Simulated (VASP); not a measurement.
# Sr8CaTi6O24 (a cell with a defect) in VASP: settings compared

The runs below take Sr8CaTi6O24 (a cell with a defect) through single point, with PBEsol, r2SCAN.

Program: VASP 6.6.1. These are calculated values, not measurements. Logs are shortened: lines on timing, memory, paths and dates and some standing lists are left out, and cuts for length are marked.

## 1. The cell of the first run

The cell holds a defect, 39 atoms: a = 7.783 Å, b = 7.783 Å, c = 7.783 Å, α = 90.00°, β = 90.00°, γ = 90.00°.

## 2. Single point, PBEsol

Contents of INCAR:

```
  ALGO = Normal
  EDIFF = 1E-6
  ENCUT = 520
  GGA = PS
  ISIF = 2
  ISMEAR = -1
  ISYM = 0
  LASPH = T
  LCHARG = T
  LELF = T
  LREAL = Auto
  LVHAR = T
  LWAVE = F
  NBANDS = 178
  NELM = 60
  PREC = Accurate
  SIGMA = 0.05
```

Contents of KPOINTS:

```
Automatic mesh
0
Gamma
  1 1 1
  0.25 0.25 0.25
```

Contents of POSCAR:

```
Sr8CaTi6O24
1.0
    7.7828210000      0.0000000000      0.0000000000
    0.0000000000      7.7828210000      0.0000000000
    0.0000000000      0.0000000000      7.7828210000
Sr Ca Ti O
8 1 6 24
Direct
    0.9931870000      0.9811300000      0.9865510000
    0.9796680000      0.9788830000      0.5183840000
    0.9895780000      0.5175120000      0.9878650000
    0.9802740000      0.5067620000      0.5138620000
    0.5134200000      0.9771210000      0.9831580000
    0.5182490000      0.9817570000      0.5188320000
    0.5112600000      0.5107060000      0.9815790000
    0.5135910000      0.5009710000      0.5088390000
    0.2475770000      0.2537850000      0.2515520000
    0.2504010000      0.2417560000      0.7449030000
    0.2522740000      0.7532970000      0.2507510000
    0.2499570000      0.7465090000      0.7473000000
    0.7492430000      0.2444000000      0.2452560000
    0.7550260000      0.2472080000      0.7551260000
    0.7468730000      0.7469050000      0.2497370000
    0.2357210000      0.3068180000      0.9764280000
    0.3146820000      0.2287730000      0.5192900000
    0.2567690000      0.7189940000      0.9922470000
    0.2473980000      0.7868660000      0.4942710000
    0.7925070000      0.2425340000      0.0059560000
    0.7209780000      0.2467480000      0.5095120000
    0.7501940000      0.7507780000      0.0090370000
    0.7529720000      0.7401570000      0.4901050000
    0.9768930000      0.2245250000      0.3161930000
    0.0034190000      0.2444740000      0.7203450000
    0.9928930000      0.7845780000      0.2487800000
    0.0102150000      0.7508630000      0.7494190000
    0.5212870000      0.3098090000      0.2299360000
    0.5051060000      0.2407630000      0.7879530000
    0.4967950000      0.7225220000      0.2533360000
    0.4914670000      0.7517640000      0.7377110000
    0.2621900000      0.9841080000      0.1860140000
    0.2481000000      0.9989070000      0.7769620000
    0.1872390000      0.5269590000      0.2712210000
    0.2497180000      0.5021210000      0.7141110000
    0.7127780000      0.0006620000      0.2525880000
    0.7509730000      0.0034630000      0.7563310000
    0.7795850000      0.5016150000      0.2458440000
    0.7456970000      0.4847010000      0.7589150000
```

Potentials or basis: VASP PAW PBE potentials, release 64 (Sr_sv, Ca_sv, Ti_sv, O).

Command:

```console
$ cat potpaw_PBE.64/Sr_sv/POTCAR potpaw_PBE.64/Ca_sv/POTCAR potpaw_PBE.64/Ti_sv/POTCAR potpaw_PBE.64/O/POTCAR > POTCAR
$ mpirun -np 1 vasp_std > vasp.out
```

OUTCAR:

```text
EDIFF = 1E-6
   ENCUT = 520
   GGA = PS
   ISIF = 2
   ISMEAR = -1
   ISYM = 0
   LASPH = T
   LREAL = Auto
   NELM = 60
   PREC = Accurate

 ion  position               nearest neighbor table
   1  0.993  0.981  0.987-  26 2.55  20 2.57  33 2.57  27 2.58  32 2.61  37 2.61  22 2.61  18 2.89
                            25 2.92  36 3.01  16 3.16  24 3.19  12 3.29  14 3.31  15 3.35  11 3.38
   2  0.980  0.979  0.518-  24 2.48  27 2.54  19 2.57  23 2.57  37 2.58  26 2.59  25 2.60  21 2.90
                            33 2.90  36 2.94  17 3.25  14 3.29  12 3.30  15 3.30  32 3.40  10 3.43
   3  0.990  0.518  0.988-  16 2.52  38 2.59  27 2.60  18 2.60  22 2.61  39 2.62  20 2.64  34 2.69
                            26 2.91  35 2.94  25 2.98  12 3.28  15 3.30  14 3.32  11 3.43  24 3.43
   4  0.980  0.507  0.514-  34 2.49  23 2.54  25 2.60  38 2.61  35 2.61  39 2.65  27 2.65  24 2.68
                            21 2.86  26 2.99  19 3.02  14 3.27  15 3.32  12 3.34  17 3.38  13 3.43
   5  0.513  0.977  0.983-  32 2.51  29 2.55  22 2.56  37 2.56  31 2.60  36 2.61  33 2.62  18 2.83
                            30 2.89  20 3.00  28 3.22  12 3.29  15 3.29  14 3.33  16 3.36  11 3.39
   6  0.518  0.982  0.519-  31 2.48  17 2.49  36 2.57  37 2.59  21 2.60  19 2.60  23 2.63  30 2.89
                            29 2.91  33 2.91  32 3.27  12 3.30  15 3.30  14 3.32  10 3.40  28 3.40
   7  0.511  0.511  0.982-  28 2.49  39 2.52  18 2.56  29 2.59  22 2.64  16 2.67  31 2.67  30 2.68
                            35 2.91  38 2.93  20 3.03  12 3.29  14 3.30  15 3.33  34 3.38  10 3.45
   8  0.514  0.501  0.509-  21 2.55  35 2.60  17 2.63  28 2.63  30 2.64  23 2.64  31 2.65  39 2.66
                            38 2.91  29 2.97  19 3.04  34 3.15  15 3.32  14 3.33  12 3.36  13 3.40
   9  0.248  0.254  0.252-  17 2.16  32 2.16  24 2.18  28 2.18  16 2.18  34 2.18   8 3.46   4 3.52
                             3 3.53   7 3.55   1 3.56   2 3.64   6 3.64   5 3.64
  10  0.250  0.242  0.745-  17 1.83  16 1.88  33 1.91  25 1.93  29 2.01  35 2.04   6 3.40   8 3.41
                             1 3.41   2 3.43   5 3.45   7 3.45   4 3.45   3 3.51
  11  0.252  0.753  0.251-  34 1.84  32 1.87  19 1.91  30 1.92  18 2.03  26 2.03   1 3.38   5 3.39
                             3 3.43   6 3.44   2 3.45   7 3.47   8 3.47   4 3.52
[... 15 lines left out ...]
  23  0.753  0.740  0.490-  15 1.87   4 2.54   2 2.57   6 2.63   8 2.64
  24  0.977  0.225  0.316-  13 1.86   9 2.18   2 2.48   4 2.68   1 3.19   3 3.43
  25  0.003  0.244  0.720-  10 1.93  14 1.95   2 2.60   4 2.60   1 2.92   3 2.98
  26  0.993  0.785  0.249-  15 1.94  11 2.03   1 2.55   2 2.59   3 2.91   4 2.99
  27  0.010  0.751  0.749-  12 1.87   2 2.54   1 2.58   3 2.60   4 2.65
  28  0.521  0.310  0.230-  13 1.85   9 2.18   7 2.49   8 2.63   5 3.22   6 3.40
  29  0.505  0.241  0.788-  14 1.96  10 2.01   5 2.55   7 2.59   6 2.91   8 2.97
  30  0.497  0.723  0.253-  11 1.92  15 1.96   8 2.64   7 2.68   5 2.89   6 2.89
  31  0.491  0.752  0.738-  12 1.88   6 2.48   5 2.60   8 2.65   7 2.67
  32  0.262  0.984  0.186-  11 1.87   9 2.16   5 2.51   1 2.61   6 3.27   2 3.40
  33  0.248  0.999  0.777-  10 1.91  12 1.98   1 2.57   5 2.62   2 2.90   6 2.91
  34  0.187  0.527  0.271-  11 1.84   9 2.18   4 2.49   3 2.69   8 3.15   7 3.38
  35  0.250  0.502  0.714-  12 1.92  10 2.04   8 2.60   4 2.61   7 2.91   3 2.94
  36  0.713  0.001  0.253-  13 1.92  15 1.99   6 2.57   5 2.61   2 2.94   1 3.01
  37  0.751  0.003  0.756-  14 1.90   5 2.56   2 2.58   6 2.59   1 2.61
  38  0.780  0.502  0.246-  15 1.93  13 2.02   3 2.59   4 2.61   8 2.91   7 2.93
  39  0.746  0.485  0.759-  14 1.85   7 2.52   3 2.62   4 2.65   8 2.66

IMPORTANT INFORMATION: All symmetrisations will be switched off!
NOSYMM: (Re-)initialisation of all symmetry stuff for point group C_1.

----------------------------------------------------------------------------------------

                                     Primitive cell

  volume of cell :     471.4234

  direct lattice vectors                    reciprocal lattice vectors
     7.782821000  0.000000000  0.000000000     0.128488115  0.000000000  0.000000000
     0.000000000  7.782821000  0.000000000     0.000000000  0.128488115  0.000000000
     0.000000000  0.000000000  7.782821000     0.000000000  0.000000000  0.128488115

  length of vectors
     7.782821000  7.782821000  7.782821000     0.128488115  0.128488115  0.128488115

  position of ions in fractional coordinates (direct lattice)
     0.993187000  0.981130000  0.986551000
     0.979668000  0.978883000  0.518384000
     0.989578000  0.517512000  0.987865000
     0.980274000  0.506762000  0.513862000
     0.513420000  0.977121000  0.983158000
     0.518249000  0.981757000  0.518832000
[... 31 lines left out ...]
     0.779585000  0.501615000  0.245844000
     0.745697000  0.484701000  0.758915000

  ion indices of the primitive-cell ions
   primitive index   ion index
                 1           1
                 2           2
                 3           3
                 4           4
                 5           5
                 6           6
[... 31 lines left out ...]
                38          38
                39          39

----------------------------------------------------------------------------------------

 KPOINTS: Automatic mesh

Automatic generation of k-mesh.
 Grid dimensions read from file:
 generate k-points for:    1    1    1

 Generating k-lattice:

  Cartesian coordinates                     Fractional coordinates (reciprocal lattice)
     0.128488115  0.000000000  0.000000000     1.000000000  0.000000000  0.000000000
     0.000000000  0.128488115  0.000000000     0.000000000  1.000000000  0.000000000
     0.000000000  0.000000000  0.128488115     0.000000000  0.000000000  1.000000000

  Length of vectors
     0.128488115  0.128488115  0.128488115

  Shift w.r.t. Gamma in fractional coordinates (k-lattice)
     0.250000000  0.250000000  0.250000000

 Subroutine IBZKPT returns following result:
 ===========================================

 Found      4 irreducible k-points:

 Following reciprocal coordinates:
            Coordinates               Weight
  0.250000  0.250000  0.250000      2.000000
 -0.250000  0.250000  0.250000      2.000000
 -0.250000 -0.250000  0.250000      2.000000
  0.250000 -0.250000  0.250000      2.000000
   k-points           NKPTS =      4   k-points in BZ     NKDIM =      4   number of bands    NBANDS=    178
   number of dos      NEDOS =    301   number of ions     NIONS =     39
   total plane-waves  NPLWV = 216000
   dimension x,y,z NGX =    60 NGY =   60 NGZ =   60
   dimension x,y,z NGXF=   120 NGYF=  120 NGZF=  120
   ions per type =               8   1   6  24
   NGX,Y,Z   is equivalent  to a cutoff of  12.82, 12.82, 12.82 a.u.
   NGXF,Y,Z  is equivalent  to a cutoff of  25.63, 25.63, 25.63 a.u.
 SYSTEM =  unknown system
   PREC   = accura    normal or accurate (medium, high low for compatibility)
   ISTART =      0    job   : 0-new  1-cont  2-samecut
   ICHARG =      2    charge: 1-file 2-atom 10-const
   ISPIN  =      1    spin polarized calculation?
   LNONCOLLINEAR =      F non collinear calculations
   LSORBIT =      F    spin-orbit coupling
   LASPH  =      T    aspherical Exc in radial PAW
   ENCUT  =  520.0 eV  38.22 Ry    6.18 a.u.  14.47 14.47 14.47*2*pi/ulx,y,z
   NELM   =     60;   NELMIN=  2; NELMDL= -5     # of ELM steps
   EDIFF  = 0.1E-05   stopping-criterion for ELM
   LREAL  =      T    real-space projection
   EDIFFG = 0.1E-04   stopping-criterion for IOM
   NSW    =      0    number of steps for IOM
   IBRION =     -1    ionic relax: 0-MD 1-quasi-New 2-CG
   NFREE  =      0    steps in history (QN), initial steepest desc. (CG)
   ISIF   =      2    stress and relaxation
   ISYM   =      0    0-nonsym 1-usesym 2-fastsym
   POTIM  = 0.5000    time-step for ionic-motion
   TEBEG  =    0.0;   TEEND  =   0.0 temperature during run
   PSTRESS=    0.0 pullay stress
   NELECT =     306.0000    total number of electrons
   NUPDOWN=      -1.0000    fix difference up-down
   EMIN   =  10.00;   EMAX   =-10.00  energy-range for DOS
   EFERMI =   0.00;   METHOD = LEGACY
   ISMEAR =    -1;   SIGMA  =   0.05  broadening in eV -4-tet -1-fermi 0-gaus
   EFERMI_NEDOS =   21; number of points for ismear=-14 and -15
   IALGO  =     38    algorithm
   IMIX   =      4    mixing-type and parameters
     AMIX     =   0.40;   BMIX     =  1.00
     AMIX_MAG =   1.60;   BMIX_MAG =  1.00
  volume/ion in A,a.u.               =      12.09        81.57
  Fermi-wavevector in a.u.,A,eV,Ry     =   1.417463  2.678616 27.336827  2.009200
  Thomas-Fermi vector in A             =   2.538690
   LORBIT       =      0    0 simple, 1 ext, 2 COOP (PROOUT), +10 PAW based schemes
   GGA     = PS    functional components
   LHFCALC =     F    Hartree Fock is set to
   AEXX    =    0.0000 exact exchange contribution
   IVDW    =     0    specifies the selected vdW correction
   LEPSILON=     F    determine dielectric tensor
   LRPA    =     F    only Hartree local field effects (RPA)
 non-spin polarized calculation
  energy-cutoff  :      520.00
  volume of cell :      471.42
 maximum number of plane-waves:     12704
 NGX is ok and might be reduce to    60
   NGX = 29   NGY = 29   NGZ = 29

 number of electron     305.9999995 magnetization

 Free energy of the ion-electron system (eV)
  ---------------------------------------------------
  ext. energy  EPLUGINS =         0.00000000
  ---------------------------------------------------
  free energy    TOTEN  =      -299.00768136 eV

  energy without entropy =     -298.61813586  energy(sigma->0) =     -298.81290861

 E-fermi :   2.9567     XC(G=0): -11.3671

 val. band max:        2.9361513044   @ k =  -0.2500   0.2500   0.2500
 cond. band min:       2.9677349650   @ k =   0.2500  -0.2500   0.2500
 fundamental gap:      0.0315836606
 Fermi energy:         2.9567235734

 k-point     1 :       0.2500    0.2500    0.2500
  band No.  band energies     occupation
      1     -52.5557      2.00000
      2     -52.5504      2.00000
      3     -52.5246      2.00000
      4     -52.4631      2.00000
      5     -52.4615      2.00000
      6     -52.4413      2.00000
[... 661 lines left out ...]
    164       7.2587      0.00000
    165       7.2842      0.00000
 [bands above 165 left out]

------------------------ aborting loop because EDIFF is reached ----------------------------------------

  FORCE on cell =-STRESS in cart. coord.  units (eV):
  Direction    XX          YY          ZZ          XY          YZ          ZX
  --------------------------------------------------------------------------------------
  -------------------------------------------------------------------------------------
  Total       19.0918160     20.2970399     20.7034971     -0.3469685     -0.4228014     -0.2606684
  in kB       64.8853568     68.9814248     70.3628084     -1.1792055     -1.4369309     -0.8859063
  external PRESSURE =      68.0765300 kB  Pullay stress =       0.0000000 kB

 VOLUME and BASIS-vectors are now :
 -----------------------------------------------------------------------------
  energy-cutoff  :      520.00
  volume of cell :      471.42
      direct lattice vectors                 reciprocal lattice vectors
     7.782821000  0.000000000  0.000000000     0.128488115  0.000000000  0.000000000
     0.000000000  7.782821000  0.000000000     0.000000000  0.128488115  0.000000000
     0.000000000  0.000000000  7.782821000     0.000000000  0.000000000  0.128488115

 POSITION                                       TOTAL-FORCE (eV/Angst)
 -----------------------------------------------------------------------------------
      7.72980      7.63596      7.67815        -0.013776      0.060451      0.069415
      7.62458      7.61847      4.03449        -0.006468      0.044402     -0.043127
      7.70171      4.02770      7.68838         0.044147     -0.006664      0.014476
      7.62930      3.94404      3.99930        -0.006587      0.001831     -0.052617
      3.99586      7.60476      7.65174        -0.004429      0.014720      0.029525
      4.03344      7.64084      4.03798        -0.008940      0.008141     -0.031516
[... 31 lines left out ...]
      6.06737      3.90398      1.91336        -0.025260      0.075757      0.012694
      5.80363      3.77234      5.90650         0.145205      0.042806     -0.048963
 -----------------------------------------------------------------------------------
    total drift:                               -0.011897      0.009716      0.005206

  FREE ENERGIE OF THE ION-ELECTRON SYSTEM (eV)
  ---------------------------------------------------
  free  energy   TOTEN  =      -299.0076813626 eV

  energy  without entropy=     -298.6181358639  energy(sigma->0) =     -298.81290861
```

Wall time 21 min (1 thread of Intel Xeon Platinum 8259CL at 2.50GHz (Skylake/Cascade Lake), shared host); peak memory 0.64 GiB.

What came out:

```yaml
Free_energy: -299.0077 eV
Pressure: 6.8 GPa
Largest_force: 0.278 eV/Å
Band_gap_on_the_k_mesh: 0.03 eV
```

Forces on the atoms (eV/Å):
```
Sr  -0.014  0.060  0.069
Sr  -0.006  0.044 -0.043
Sr   0.044 -0.007  0.014
Sr  -0.007  0.002 -0.053
Sr  -0.004  0.015  0.030
Sr  -0.009  0.008 -0.032
Sr  -0.062 -0.016  0.005
Sr  -0.048  0.053  0.008
Ca  -0.043 -0.023 -0.127
Ti  -0.032  0.163  0.224
Ti  -0.061 -0.011  0.038
Ti   0.083 -0.021 -0.109
Ti   0.140 -0.036  0.180
Ti  -0.192 -0.055 -0.050
Ti   0.155 -0.017  0.019
O   -0.073 -0.049 -0.028
O    0.007 -0.026 -0.011
O   -0.054  0.051  0.040
O    0.025  0.024  0.090
O   -0.001 -0.046 -0.023
O    0.010  0.047 -0.072
O   -0.100  0.026 -0.041
O   -0.106  0.123  0.040
O   -0.016  0.012 -0.016
O    0.005  0.017  0.032
O    0.060 -0.024 -0.089
O   -0.049 -0.141  0.038
O    0.015 -0.020 -0.008
O    0.143  0.016 -0.039
O   -0.089 -0.033 -0.005
O   -0.025 -0.121  0.129
O    0.039 -0.038  0.021
O   -0.012  0.061 -0.014
O    0.051 -0.073 -0.023
O    0.064 -0.052 -0.066
O   -0.019 -0.042 -0.032
O    0.064  0.012 -0.060
O   -0.025  0.076  0.013
O    0.145  0.043 -0.049
```

Stress tensor (GPa, compression positive):
```
 6.49 -0.12 -0.09
-0.12  6.90 -0.14
-0.09 -0.14  7.04
```

Caveat: semilocal functionals underestimate gaps, and a narrow one can read as zero; the PAW data sets were made with another functional, which shifts forces and pressure a little.

## 3. Single point, r2SCAN

POSCAR is that of step 2.

Contents of INCAR.step1:

```
SYSTEM = Sr8CaTi6O24
PREC = Accurate
ENCUT = 520
ISMEAR = -1
SIGMA = 0.05
LREAL = Auto
LASPH = .True.
NELM = 60
NBANDS = 178
ISYM = 0
GGA = PE
ALGO = Normal
EDIFF = 1E-4
LWAVE = .True.
LCHARG = .False.
```

Contents of INCAR.step2:

```
SYSTEM = Sr8CaTi6O24
PREC = Accurate
ENCUT = 520
EDIFF = 1E-6
ISMEAR = -1
SIGMA = 0.05
LREAL = Auto
LASPH = .True.
NELM = 60
ALGO = Normal
ISIF = 2
LWAVE = .False.
LCHARG = .False.
METAGGA = R2SCAN
LMIXTAU = .True.
NBANDS = 178
ISYM = 0
ISTART = 1
```

KPOINTS is that of step 2.

Potentials or basis: VASP PAW PBE potentials, release 64 (Sr_sv, Ca_sv, Ti_sv, O).

Command:

```console
$ cat potpaw_PBE.64/Sr_sv/POTCAR potpaw_PBE.64/Ca_sv/POTCAR potpaw_PBE.64/Ti_sv/POTCAR potpaw_PBE.64/O/POTCAR > POTCAR
$ cp INCAR.step1 INCAR
$ mpirun -np 1 vasp_std > vasp.out
$ cp INCAR.step2 INCAR
$ mpirun -np 1 vasp_std > vasp.out
```

Run time: 58 min. Hardware: 1 thread of Intel Xeon Platinum 8259CL at 2.50GHz (Skylake/Cascade Lake), shared host; peak memory 0.7 GiB.

It converged, with:

```yaml
Free_energy: -462.6115 eV
Pressure: 9.9 GPa
Largest_force: 0.293 eV/Å
Band_gap_on_the_k_mesh: 0.04 eV
```

Forces on the atoms (eV/Å):
```
Sr  -0.018  0.124  0.086
Sr   0.024  0.072 -0.043
Sr   0.040 -0.028  0.006
Sr   0.012  0.005 -0.035
Sr   0.003  0.044  0.065
Sr  -0.035  0.006 -0.082
Sr  -0.060  0.007  0.016
Sr  -0.084  0.095 -0.005
Ca  -0.049 -0.018 -0.128
Ti  -0.041  0.187  0.222
Ti  -0.062 -0.013  0.022
Ti   0.088  0.044 -0.164
Ti   0.133 -0.032  0.205
Ti  -0.177 -0.052  0.004
Ti   0.122  0.015  0.007
O   -0.089 -0.106 -0.040
O   -0.056 -0.045  0.014
O   -0.072  0.064  0.044
O    0.024  0.000  0.106
O   -0.018 -0.041 -0.026
O    0.032  0.044 -0.091
O   -0.110  0.020 -0.065
O   -0.133  0.132  0.064
O   -0.032 -0.002 -0.059
O   -0.004  0.021  0.043
O    0.070 -0.058 -0.087
O   -0.071 -0.175  0.052
O    0.041 -0.073 -0.035
O    0.157  0.027 -0.073
O   -0.087 -0.039 -0.009
O    0.000 -0.167  0.165
O    0.063 -0.053  0.079
O   -0.003  0.051 -0.021
O    0.103 -0.063 -0.013
O    0.070 -0.070 -0.047
O    0.000 -0.048 -0.039
O    0.079 -0.012 -0.075
O   -0.039  0.075  0.019
O    0.175  0.062 -0.082
```

Stress tensor (GPa, compression positive):
```
 9.56 -0.15 -0.13
-0.15 10.00 -0.20
-0.13 -0.20 10.14
```

Levels at points of the mesh, in eV from the valence-band top:
| k point | band 149 | band 150 | band 151 | band 152 | band 153 | band 154 | band 155 | band 156 | band 157 | band 158 |
| --- | --- | --- | --- | --- | --- | --- | --- | --- | --- | --- |
| (0.25, 0.25, 0.25) | -0.15 | -0.14 | -0.11 | -0.06 | -0.03 | 0.07 | 0.09 | 0.11 | 3.93 | 3.96 |

Caveat: semilocal functionals underestimate gaps, and a narrow one can read as zero; the PAW data sets were made with another functional, which shifts forces and pressure a little.
